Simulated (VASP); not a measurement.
# Li3F2 (Fmm2) in VASP: a series of runs, part 2 of 2

VASP 6.6.1.

### 3 Relaxation of cell and atoms, PBE

This run uses another cell than the first one, of the same volume but with other edges.

File INCAR:

```
PREC = Accurate
ENCUT = 600
EDIFF = 1E-6
ISMEAR = 0
SIGMA = 0.1
LREAL = F
LASPH = T
NELM = 100
ALGO = Normal
ISIF = 3
LWAVE = F
LCHARG = F
GGA = PE
IBRION = 2
NSW = 100
EDIFFG = -0.01
```

File KPOINTS:

```
Automatic mesh
0
Gamma
  12 12 12
```

File POSCAR:

```
Li3F2
1.0
    0.0000000000      6.3434025723      2.3720719107
    1.9282398670      0.0000000000      2.3720719107
    1.9282398670      6.3434025723      0.0000000000
Li F
3 2
Direct
    0.0152968399      0.0152968399      0.9847031601
    0.2772257195      0.6276439040      0.3723560960
    0.6276439040      0.2772257195      0.7227742805
    0.8689448199      0.2109052828      0.7890947172
    0.2109052828      0.8689448199      0.1310551801
```

Potentials or basis: VASP PAW PBE potentials, release 64 (Li_sv, F).

Run with:

```
cat potpaw_PBE.64/Li_sv/POTCAR potpaw_PBE.64/F/POTCAR > POTCAR
mpirun -np 1 vasp_std > vasp.out
```

OUTCAR:

```text
PREC = Accurate
   ENCUT = 600
   EDIFF = 1E-6
   ISMEAR = 0
   LREAL = F
   LASPH = T
   NELM = 100
   ISIF = 3
   GGA = PE
   IBRION = 2
   NSW = 100
   EDIFFG = -0.01

 ion  position               nearest neighbor table
   1  0.015  0.015  0.985-   4 2.17   5 2.17
   2  0.277  0.628  0.372-   4 1.96   4 1.97   4 1.97   5 2.00
   3  0.628  0.277  0.723-   5 1.96   5 1.97   5 1.97   4 2.00
   4  0.869  0.211  0.789-   2 1.96   2 1.97   2 1.97   3 2.00   1 2.17
   5  0.211  0.869  0.131-   3 1.96   3 1.97   3 1.97   2 2.00   1 2.17

  LATTYP: Found a face centered orthorhombic cell.
 ALAT       =     3.8564797340
 B/A-ratio  =     1.2301747056
 C/A-ratio  =     3.2897372785

  Lattice vectors:

 A1 = (  -0.0000000000,   6.3434025723,   2.3720719107)
 A2 = (  -1.9282398670,   6.3434025723,   0.0000000000)
 A3 = (  -1.9282398670,   0.0000000000,   2.3720719107)
[... 741 lines left out ...]

 number of electron      22.9999997 magnetization

------------------------ aborting loop because EDIFF is reached ----------------------------------------
[... 73 lines left out ...]
--------------------------------------- Ionic step       38  -------------------------------------------

 number of electron      22.9999997 magnetization

 Free energy of the ion-electron system (eV)
  ---------------------------------------------------
  ext. energy  EPLUGINS =         0.00000000
  ---------------------------------------------------
  free energy    TOTEN  =       -20.49438111 eV

  energy without entropy =      -20.48801382  energy(sigma->0) =      -20.49119747

 E-fermi :   3.0304     XC(G=0):  -8.7403

 val. band max:        3.0271560279   @ k =   0.1667  -0.4167   0.0833
 cond. band min:       3.0454364742   @ k =  -0.2500   0.0000   0.1667
 fundamental gap:      0.0182804463
 Fermi energy:         3.0303552112

 k-point     1 :       0.0000    0.0000    0.0000
  band No.  band energies     occupation
      1     -43.7832      2.00000
      2     -43.5931      2.00000
      3     -43.5559      2.00000
      4     -22.2333      2.00000
      5     -21.9159      2.00000
      6      -4.7826      2.00000
      7      -3.3299      2.00000
      8      -3.2388      2.00000
      9      -3.2264      2.00000
     10      -2.7592      2.00000
     11      -2.7511      2.00000
     12       1.5176      2.00000
     13       5.5243      0.00000
     14       8.2790      0.00000
[... 447 lines left out ...]
  FREE ENERGIE OF THE ION-ELECTRON SYSTEM (eV)
  ---------------------------------------------------
  free  energy   TOTEN  =       -20.4943811142 eV

  energy  without entropy=      -20.4880138237  energy(sigma->0) =      -20.49119747

 reached required accuracy - stopping structural energy minimisation
```

CONTCAR:

```text
Li3F2
   1.00000000000000
     0.0000000000000000    6.6090208643741208    2.0378827407074311
     2.0328736232536850    0.0000000000000000    2.0378827407074311
     2.0328736232536850    6.6090208643741208    0.0000000000000000
  Li              F
     3     2
Direct
     0.9995183808677026    0.9995183808677026    0.0004816191322976
     0.3243949574815475    0.6754824136685861    0.3245175863314143
     0.6754824136685861    0.3243949574815475    0.6756050425184525
     0.8277792281080839    0.1728415859740886    0.8271584140259114
     0.1728415859740886    0.8277792281080839    0.1722207718919162

  0.00000000E+00  0.00000000E+00  0.00000000E+00
  0.00000000E+00  0.00000000E+00  0.00000000E+00
  0.00000000E+00  0.00000000E+00  0.00000000E+00
  0.00000000E+00  0.00000000E+00  0.00000000E+00
  0.00000000E+00  0.00000000E+00  0.00000000E+00
```

It took 89 min on 1 thread of Intel Xeon 6975P-C (Granite Rapids), shared host; peak memory 0.49 GiB.

What came out:

| Property | Result |
| --- | --- |
| Free energy | -20.4944 eV |
| Relaxed volume | 10.95 Å³/atom |
| Relaxed cell | a = 6.916 Å, b = 2.878 Å, c = 6.915 Å, α = 78.02°, β = 24.02°, γ = 77.96° |
| Space group after relaxing (to 0.1 Å) | I4/mmm (No. 139) |
| Energy gained by relaxing | 10.1 meV/atom |
| Ionic steps | 38 |
| Pressure after relaxing | 0.0 GPa |
| Largest force after relaxing | 0.009 eV/Å |
| Band gap on the k mesh | zero (an odd number of electrons rules out a gap without spin polarisation) |

Forces on the atoms (eV/Å):
```
Li   0.000  0.000  0.003
Li   0.000  0.009  0.001
Li   0.000 -0.009  0.001
F    0.000  0.000 -0.003
F    0.000  0.000 -0.003
```

Step by step:
| step | energy change (eV) | largest force (eV/Å) | pressure (GPa) | volume (Å³) |
| --- | --- | --- | --- | --- |
| 1 | 0.0000 | 0.0106 | -0.40 | 58.03 |
| 2 | -0.0006 | 0.0159 | -0.27 | 57.78 |
| 3 | -0.0011 | 0.0254 | 0.01 | 57.36 |
| 4 | -0.0011 | 0.0277 | 0.08 | 57.26 |
| 5 | -0.0014 | 0.0254 | 0.08 | 57.21 |
| 6 | -0.0022 | 0.0248 | 0.07 | 57.06 |
| 7 | -0.0029 | 0.0428 | 0.06 | 56.77 |
| 8 | -0.0034 | 0.0412 | -0.01 | 56.76 |
| 9 | -0.0046 | 0.0394 | -0.11 | 56.71 |
| 10 | -0.0067 | 0.0419 | -0.32 | 56.60 |
| 11 | -0.0106 | 0.0554 | -0.68 | 56.36 |
| 12 | -0.0243 | 0.0935 | -1.11 | 55.78 |
| 13 | 0.0815 | 0.6241 | 1.50 | 54.23 |
| 14 | -0.0252 | 0.1009 | -1.07 | 55.71 |
| 15 | -0.0318 | 0.1741 | -0.75 | 55.03 |
| 16 | -0.0312 | 0.1275 | -1.05 | 55.44 |
| 17 | -0.0337 | 0.1467 | -0.95 | 55.24 |
| 18 | -0.0339 | 0.1474 | -0.95 | 55.21 |
| 19 | -0.0343 | 0.1486 | -0.87 | 55.14 |
| 20 | -0.0338 | 0.1538 | -0.70 | 54.98 |
| 21 | -0.0344 | 0.1494 | -0.88 | 55.11 |
| 22 | -0.0348 | 0.1457 | -0.85 | 55.08 |
| 23 | -0.0359 | 0.1364 | -0.78 | 55.01 |
| 24 | -0.0381 | 0.1170 | -0.67 | 54.86 |
| 25 | -0.0415 | 0.0779 | -0.45 | 54.56 |
| 26 | -0.0450 | 0.0122 | 0.03 | 53.96 |
| 27 | -0.0452 | 0.0275 | 0.15 | 53.81 |
| 28 | -0.0456 | 0.0289 | 0.13 | 53.83 |
| 29 | -0.0468 | 0.0320 | 0.08 | 53.88 |
| 30 | -0.0481 | 0.0368 | 0.07 | 53.98 |
| 31 | -0.0472 | 0.0688 | 0.09 | 54.17 |
| 32 | -0.0483 | 0.0389 | 0.06 | 54.04 |
| 33 | -0.0489 | 0.0366 | 0.04 | 54.13 |
| 34 | -0.0498 | 0.0345 | 0.06 | 54.41 |
| 35 | -0.0499 | 0.0403 | 0.03 | 54.53 |
| 36 | -0.0503 | 0.0171 | 0.03 | 54.66 |
| 37 | -0.0504 | 0.0196 | 0.01 | 54.82 |
| 38 | -0.0504 | 0.0088 | 0.02 | 54.76 |

Final structure:
```
Li F
1.0
     0.00000    6.60902    2.03788
     2.03287    0.00000    2.03788
     2.03287    6.60902    0.00000
Li F
3 2
Direct
  0.99952 0.99952 0.00048
  0.32439 0.67548 0.32452
  0.67548 0.32440 0.67561
  0.82778 0.17284 0.82716
  0.17284 0.82778 0.17222
```

Caveat: the cutoff is under 1.25 times the usual one of these potentials, so pressure, stress and relaxed cells hold a basis-set (Pulay) error.

The gap in the log of VASP goes by the Fermi energy; the results here count the filled bands.